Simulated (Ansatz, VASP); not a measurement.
ScAl3 in VASP and in Ansatz

```
Sc Al
1.0
     4.10533    0.00000    0.00000
     0.00000    4.10533    0.02566
     0.00000    0.02566    4.10533
Sc Al
1 3
Direct
  0.00000 0.00000 0.00000
  0.50000 0.00000 0.50000
  0.00000 0.50000 0.50000
  0.50000 0.50000 0.00000
```

Change from the starting cell: strain +0.0125 x Voigt [0, 0, 0, 1, 0, 0], atoms carried along.

Alike in both runs: task single point; functional PBE; k mesh 12 × 12 × 12; occupations gaussian, width 0.15 eV; no spin polarisation.

|  | VASP | Ansatz |
| --- | --- | --- |
| version | VASP 6.6.1 | Ansatz 0.2.0 |
| potentials or method | VASP PAW PBE potentials, release 64 (Sc_sv, Al), cutoff 520 eV | scalar-relativistic, plane waves, PAW |
| valence electrons in the cell | 20 | 20 |

|  | VASP | Ansatz | Ansatz less VASP |
| --- | --- | --- | --- |
| gap on the k mesh at the Fermi level (eV) | none | none | - |
| pressure (GPa) | 0.0 | 0.1 | +0.06 |
| traceless stress, the component that is largest in VASP (GPa) | -0.88 | -0.88 | +0.001 |

A gap of «none» marks a metal or a gap that the smearing closes.
